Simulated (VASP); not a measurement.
# HfC (Fm-3m) in VASP: a series of runs

The runs below take HfC through single point, relaxation of cell and atoms, with PBE.

Everything below comes from runs of VASP 6.6.1. Logs are shortened: lines on timing, memory, paths and dates and some standing lists are left out, and cuts for length are marked.

## (1) The cell of the first run

Symmetry: Fm-3m, No. 225, cubic system. The conventional cell has a = 4.651 Å, b = 4.651 Å, c = 4.651 Å, α = 90.00°, β = 90.00°, γ = 90.00°. Hf (site symmetry m-3m) has 6 C at 2.33 Å within 3.1 Å. Within 3.1 Å of C (site symmetry m-3m) lie 6 Hf at 2.33 Å.

## (2) Single point, PBE

INCAR

```
PREC = Accurate
ENCUT = 520
EDIFF = 1E-6
ISMEAR = 0
SIGMA = 0.1
LREAL = False
LASPH = True
NELM = 100
ALGO = Normal
ISIF = 2
LWAVE = False
LCHARG = False
GGA = PE
NBANDS = 14
```

KPOINTS

```
regular mesh
0
Gamma
  20 20 20
```

POSCAR

```
HfC
1.0
    0.0000000000      2.3257142796      2.3257142796
    2.3257142796      0.0000000000      2.3257142796
    2.3257142796      2.3257142796      0.0000000000
Hf C
1 1
Direct
    0.0000000000      0.0000000000      0.0000000000
    0.5000000000      0.5000000000      0.5000000000
```

Potentials or basis: VASP PAW PBE potentials, release 64 (Hf_pv, C).

The run is started by

```console
$ cat potpaw_PBE.64/Hf_pv/POTCAR potpaw_PBE.64/C/POTCAR > POTCAR
$ mpirun -np 1 vasp_std > vasp.out
```

OUTCAR:

```text
PREC = Accurate
   ENCUT = 520
   EDIFF = 1E-6
   ISMEAR = 0
   LREAL = False
   LASPH = True
   NELM = 100
   ISIF = 2
   GGA = PE

 ion  position               nearest neighbor table
   1  0.000  0.000  0.000-   2 2.33   2 2.33   2 2.33   2 2.33   2 2.33   2 2.33
   2  0.500  0.500  0.500-   1 2.33   1 2.33   1 2.33   1 2.33   1 2.33   1 2.33

  LATTYP: Found a face centered cubic cell.
 ALAT       =     4.6514285592

  Lattice vectors:

 A1 = (   0.0000000000,   2.3257142796,   2.3257142796)
 A2 = (   2.3257142796,   0.0000000000,   2.3257142796)
 A3 = (   2.3257142796,   2.3257142796,   0.0000000000)

Analysis of symmetry for initial positions (statically):
=====================================================================
 Subroutine PRICEL returns:
 Original cell was already a primitive cell.

 Routine SETGRP: Setting up the symmetry group for a
 face centered cubic supercell.

 Subroutine GETGRP returns: Found 48 space group operations
 (whereof 48 operations were pure point group operations)
 out of a pool of 48 trial point group operations.

The static configuration has the point symmetry O_h .

Analysis of symmetry for dynamics (positions and initial velocities):
=====================================================================
 Subroutine PRICEL returns:
 Original cell was already a primitive cell.

 Routine SETGRP: Setting up the symmetry group for a
 face centered cubic supercell.

 Subroutine GETGRP returns: Found 48 space group operations
 (whereof 48 operations were pure point group operations)
 out of a pool of 48 trial point group operations.

The dynamic configuration has the point symmetry O_h .

 Subroutine INISYM returns: Found 48 space group operations
 (whereof 48 operations are pure point group operations),
 and found     1 'primitive' translations

----------------------------------------------------------------------------------------

                                     Primitive cell

  volume of cell :      25.1593

  direct lattice vectors                    reciprocal lattice vectors
     0.000000000  2.325714280  2.325714280    -0.214987716  0.214987716  0.214987716
     2.325714280  0.000000000  2.325714280     0.214987716 -0.214987716  0.214987716
     2.325714280  2.325714280  0.000000000     0.214987716  0.214987716 -0.214987716

  length of vectors
     3.289056676  3.289056676  3.289056676     0.372369646  0.372369646  0.372369646

  position of ions in fractional coordinates (direct lattice)
     0.000000000  0.000000000  0.000000000
     0.500000000  0.500000000  0.500000000

  ion indices of the primitive-cell ions
   primitive index   ion index
                 1           1
                 2           2

----------------------------------------------------------------------------------------

 KPOINTS: regular mesh

Automatic generation of k-mesh.
 Grid dimensions read from file:
 generate k-points for:   20   20   20

 Generating k-lattice:

  Cartesian coordinates                     Fractional coordinates (reciprocal lattice)
    -0.010749386  0.010749386  0.010749386     0.050000000  0.000000000  0.000000000
     0.010749386 -0.010749386  0.010749386     0.000000000  0.050000000  0.000000000
     0.010749386  0.010749386 -0.010749386     0.000000000  0.000000000  0.050000000

  Length of vectors
     0.018618482  0.018618482  0.018618482

  Shift w.r.t. Gamma in fractional coordinates (k-lattice)
     0.000000000  0.000000000  0.000000000

 Subroutine IBZKPT returns following result:
 ===========================================

 Found    256 irreducible k-points:

 Following reciprocal coordinates:
            Coordinates               Weight
  0.000000  0.000000  0.000000      1.000000
  0.050000  0.000000  0.000000      8.000000
  0.100000  0.000000  0.000000      8.000000
  0.150000  0.000000  0.000000      8.000000
  0.200000  0.000000  0.000000      8.000000
  0.250000  0.000000  0.000000      8.000000
[... 16 lines left out ...]
 -0.400000  0.050000  0.000000     24.000000
 -0.350000  0.050000  0.000000     24.000000
 [... further k-points ...]
   k-points           NKPTS =    256   k-points in BZ     NKDIM =    256   number of bands    NBANDS=     14
   number of dos      NEDOS =    301   number of ions     NIONS =      2
   total plane-waves  NPLWV =  13824
   dimension x,y,z NGX =    24 NGY =   24 NGZ =   24
   dimension x,y,z NGXF=    48 NGYF=   48 NGZF=   48
   ions per type =               1   1
   NGX,Y,Z   is equivalent  to a cutoff of  12.13, 12.13, 12.13 a.u.
   NGXF,Y,Z  is equivalent  to a cutoff of  24.26, 24.26, 24.26 a.u.
 SYSTEM =  unknown system
   PREC   = accura    normal or accurate (medium, high low for compatibility)
   ISTART =      0    job   : 0-new  1-cont  2-samecut
   ICHARG =      2    charge: 1-file 2-atom 10-const
   ISPIN  =      1    spin polarized calculation?
   LNONCOLLINEAR =      F non collinear calculations
   LSORBIT =      F    spin-orbit coupling
   LASPH  =      T    aspherical Exc in radial PAW
   ENCUT  =  520.0 eV  38.22 Ry    6.18 a.u.   6.12  6.12  6.12*2*pi/ulx,y,z
   NELM   =    100;   NELMIN=  2; NELMDL= -5     # of ELM steps
   EDIFF  = 0.1E-05   stopping-criterion for ELM
   LREAL  =      F    real-space projection
   EDIFFG = 0.1E-04   stopping-criterion for IOM
   NSW    =      0    number of steps for IOM
   IBRION =     -1    ionic relax: 0-MD 1-quasi-New 2-CG
   NFREE  =      0    steps in history (QN), initial steepest desc. (CG)
   ISIF   =      2    stress and relaxation
   ISYM   =      2    0-nonsym 1-usesym 2-fastsym
   POTIM  = 0.5000    time-step for ionic-motion
   TEBEG  =    0.0;   TEEND  =   0.0 temperature during run
   PSTRESS=    0.0 pullay stress
   NELECT =      14.0000    total number of electrons
   NUPDOWN=      -1.0000    fix difference up-down
   EMIN   =  10.00;   EMAX   =-10.00  energy-range for DOS
   EFERMI =   0.00;   METHOD = LEGACY
   ISMEAR =     0;   SIGMA  =   0.10  broadening in eV -4-tet -1-fermi 0-gaus
   EFERMI_NEDOS =   21; number of points for ismear=-14 and -15
   IALGO  =     38    algorithm
   IMIX   =      4    mixing-type and parameters
     AMIX     =   0.40;   BMIX     =  1.00
     AMIX_MAG =   1.60;   BMIX_MAG =  1.00
  volume/ion in A,a.u.               =      12.58        84.89
  Fermi-wavevector in a.u.,A,eV,Ry     =   1.346536  2.544583 24.669511  1.813158
  Thomas-Fermi vector in A             =   2.474360
   LORBIT       =      0    0 simple, 1 ext, 2 COOP (PROOUT), +10 PAW based schemes
   GGA     = PE    functional components
   LHFCALC =     F    Hartree Fock is set to
   AEXX    =    0.0000 exact exchange contribution
   IVDW    =     0    specifies the selected vdW correction
   LEPSILON=     F    determine dielectric tensor
   LRPA    =     F    only Hartree local field effects (RPA)
 non-spin polarized calculation
 Gauss-broadening in eV      SIGMA  =   0.10
  energy-cutoff  :      520.00
  volume of cell :       25.16
 maximum number of plane-waves:       700
   NGX = 13   NGY = 13   NGZ = 13

 number of electron      14.0000000 magnetization

 Free energy of the ion-electron system (eV)
  ---------------------------------------------------
  ext. energy  EPLUGINS =         0.00000000
  ---------------------------------------------------
  free energy    TOTEN  =       -21.04685439 eV

  energy without entropy =      -21.04587519  energy(sigma->0) =      -21.04636479

 E-fermi :   5.9365     XC(G=0): -12.2808

 val. band max:        5.9245495574   @ k =   0.2000   0.2000   0.0000
 cond. band min:       5.9604136432   @ k =   0.1000   0.0000   0.0000
 fundamental gap:      0.0358640858
 Fermi energy:         5.9365494881

 k-point     1 :       0.0000    0.0000    0.0000
  band No.  band energies     occupation
      1     -23.6301      2.00000
      2     -23.6301      2.00000
      3     -23.6301      2.00000
      4      -6.3587      2.00000
      5       6.9450      0.00000
      6       6.9450      0.00000
      7       6.9450      0.00000
      8       7.3375      0.00000
      9       7.3375      0.00000
     10       7.3375      0.00000
     11       9.3341      0.00000
     12       9.3341      0.00000
     13      12.7631      0.00000
     14      16.9445      0.00000

 k-point     2 :       0.0500    0.0000    0.0000
  band No.  band energies     occupation
      1     -23.6477      2.00000
      2     -23.6318      2.00000
      3     -23.6318      2.00000
      4      -6.2956      2.00000
      5       6.3951      0.00000
      6       6.5818      0.00000
      7       6.5818      0.00000
      8       7.5009      0.00000
      9       7.5009      0.00000
     10       7.7249      0.00000
     11       9.6645      0.00000
     12       9.6645      0.00000
     13      12.9106      0.00000
     14      17.1239      0.00000

 k-point     3 :       0.1000    0.0000    0.0000
  band No.  band energies     occupation
      1     -23.6986      2.00000
      2     -23.6367      2.00000
      3     -23.6367      2.00000
      4      -6.1096      2.00000
      5       5.5781      2.00000
      6       5.9604      0.73575
      7       5.9604      0.73574
      8       7.7442      0.00000
      9       7.7442      0.00000
     10       8.1023      0.00000
     11      10.4305      0.00000
     12      10.4305      0.00000
     13      13.3132      0.00000
     14      17.6370      0.00000

 k-point     4 :       0.1500    0.0000    0.0000
  band No.  band energies     occupation
      1     -23.7766      2.00000
      2     -23.6443      2.00000
      3     -23.6443      2.00000
      4      -5.8102      2.00000
      5       4.6944      2.00000
      6       5.3190      2.00000
      7       5.3190      2.00000
      8       8.0670      0.00000
      9       8.0670      0.00000
     10       8.3835      0.00000
     11      11.3823      0.00000
     12      11.3823      0.00000
     13      13.8721      0.00000
     14      18.4034      0.00000

 k-point     5 :       0.2000    0.0000    0.0000
  band No.  band energies     occupation
      1     -23.8731      2.00000
      2     -23.6539      2.00000
      3     -23.6539      2.00000
      4      -5.4123      2.00000
      5       3.7960      2.00000
      6       4.7241      2.00000
      7       4.7241      2.00000
      8       8.4850      0.00000
      9       8.4850      0.00000
     10       8.6391      0.00000
     11      12.4155      0.00000
[... 276 lines left out ...]
 k-point    22 :      -0.4500    0.0500    0.0000
  band No.  band energies     occupation
      1     -24.2899      2.00000
      2     -23.7116      2.00000
      3     -23.6986      2.00000
      4      -2.7486      2.00000
      5      -0.0228      2.00000
      6       3.0011      2.00000
      7       3.0321      2.00000
      8      10.9414      0.00000
      9      11.0801      0.00000
     10      11.5390      0.00000
     11      13.0852      0.00000
     12      16.8381      0.00000
     13      17.3235      0.00000
     14      19.4341      0.00000

 k-point    23 :      -0.4000    0.0500    0.0000
  band No.  band energies     occupation
      1     -24.2551      2.00000
      2     -23.7108      2.00000
      3     -23.6916      2.00000
      4      -3.1241      2.00000
      5       0.4117      2.00000
      6       3.0826      2.00000
      7       3.1778      2.00000
      8      10.4097      0.00000
      9      10.6404      0.00000
     10      11.3045      0.00000
     11      13.7993      0.00000
     12      16.0963      0.00000
     13      17.0055      0.00000
     14      19.6551      0.00000

 k-point    24 :      -0.3500    0.0500    0.0000
  band No.  band energies     occupation
      1     -24.1936      2.00000
      2     -23.7064      2.00000
      3     -23.6822      2.00000
      4      -3.6398      2.00000
      5       1.0435      2.00000
      6       3.2634      2.00000
      7       3.4179      2.00000
      8       9.8232      0.00000
      9      10.0717      0.00000
     10      10.8783      0.00000
     11      14.4842      0.00000
     12      15.2935      0.00000
     13      16.3165      0.00000
     14      19.6486      0.00000

 [... further k-points ...]
[... 5 lines left out ...]
  --------------------------------------------------------------------------------------
  -------------------------------------------------------------------------------------
  Total       -0.1067367     -0.1067367     -0.1067367      0.0000000      0.0000000      0.0000000
  in kB       -6.7971277     -6.7971277     -6.7971277      0.0000000      0.0000000      0.0000000
  external PRESSURE =      -6.7971277 kB  Pullay stress =       0.0000000 kB

 VOLUME and BASIS-vectors are now :
 -----------------------------------------------------------------------------
  energy-cutoff  :      520.00
  volume of cell :       25.16
      direct lattice vectors                 reciprocal lattice vectors
     0.000000000  2.325714280  2.325714280    -0.214987716  0.214987716  0.214987716
     2.325714280  0.000000000  2.325714280     0.214987716 -0.214987716  0.214987716
     2.325714280  2.325714280  0.000000000     0.214987716  0.214987716 -0.214987716

 POSITION                                       TOTAL-FORCE (eV/Angst)
 -----------------------------------------------------------------------------------
      0.00000      0.00000      0.00000         0.000000     -0.000000     -0.000000
      2.32571      2.32571      2.32571        -0.000000      0.000000      0.000000
 -----------------------------------------------------------------------------------
    total drift:                                0.000000     -0.000000     -0.000000

  FREE ENERGIE OF THE ION-ELECTRON SYSTEM (eV)
  ---------------------------------------------------
  free  energy   TOTEN  =       -21.0468543867 eV

  energy  without entropy=      -21.0458751875  energy(sigma->0) =      -21.04636479
```

It took 71 s on 1 thread of Intel Xeon 8259CL, shared host; peak memory 0.21 GiB.

What came out:

* Free energy: -21.0469 eV
* Pressure: -0.7 GPa
* Band gap on the k mesh: zero (band 7 reaches 6.95 eV, above the bottom of band 8 at 5.52 eV)

Caveat: spin-orbit coupling is left out, which moves the levels of the heavy elements.

## (3) Relaxation of cell and atoms, PBE

This run uses another cell than the first one, of 12.44 Å³/atom, 0.989 times its volume.

INCAR

```
SYSTEM = HfC
PREC = Accurate
ENCUT = 600
EDIFF = 1E-6
ISMEAR = 0
SIGMA = 0.1
LREAL = .False.
LASPH = .True.
NELM = 60
ALGO = Normal
ISIF = 3
LWAVE = .False.
LCHARG = .False.
GGA = PE
IBRION = 2
NSW = 100
EDIFFG = -0.01
```

KPOINTS

```
regular mesh
0
Gamma
  20 20 20
  0 0 0
```

POSCAR

```
HfC
1.0
    0.0000000000      2.3171389100      2.3171389100
    2.3171389100      0.0000000000      2.3171389100
    2.3171389100      2.3171389100      0.0000000000
Hf C
1 1
Direct
    0.0000000000      0.0000000000      0.0000000000
    0.5000000000      0.5000000000      0.5000000000
```

Potentials or basis: VASP PAW PBE potentials, release 64 (Hf_pv, C).

The run is started by

```console
$ cat potpaw_PBE.64/Hf_pv/POTCAR potpaw_PBE.64/C/POTCAR > POTCAR
$ mpirun -np 1 vasp_std > vasp.out
```

It took 4.5 min on 1 thread of Intel Xeon 8259CL, shared host; peak memory 0.25 GiB.

The run converged. Its results:

| Quantity | Value |
| --- | --- |
| Free energy | -21.0480 eV |
| Relaxed volume | 12.54 Å³/atom |
| Relaxed cell | a = 3.286 Å, b = 3.286 Å, c = 3.286 Å, α = 60.00°, β = 60.00°, γ = 60.00° |
| Space group after relaxing (to 0.05 Å) | Fm-3m (No. 225) |
| Energy gained by relaxing | 0.6 meV/atom |
| Ionic steps | 3 |
| Pressure after relaxing | 0.0 GPa |
| Band gap on the k mesh | zero (band 7 reaches 6.97 eV, above the bottom of band 8 at 5.55 eV) |

The path:
```
step  energy change (eV)  largest force (eV/Å)  pressure (GPa)  volume (Å³)
   1              0.0000                0.0000            1.93        24.88
   2              0.0023                0.0000           -3.20        25.43
   3             -0.0012                0.0000            0.01        25.08
```

Final structure:
```xyz
2
Lattice="0.0000 2.3233 2.3233 2.3233 0.0000 2.3233 2.3233 2.3233 0.0000" Properties=species:S:1:pos:R:3 pbc="T T T"
Hf    0.0000    0.0000    0.0000
C     2.3233    2.3233    2.3233
```

Levels at points of the mesh, in eV from the Fermi level:
| k point | band 4 | band 5 | band 6 | band 7 | band 8 | band 9 | band 10 | band 11 |
| --- | --- | --- | --- | --- | --- | --- | --- | --- |
| (0.00, 0.00, 0.00) | -12.31 | 1.01 | 1.01 | 1.01 | 1.40 | 1.40 | 1.40 | 3.41 |
| (0.50, 0.00, 0.00) | -8.56 | -6.14 | -2.98 | -2.98 | 5.34 | 5.34 | 5.80 | 6.57 |
| (0.50, 0.50, 0.00) | -10.41 | -2.58 | -1.77 | -0.09 | -0.09 | 5.33 | 6.76 | 6.76 |

Caveat: spin-orbit coupling is left out, which moves the levels of the heavy elements.
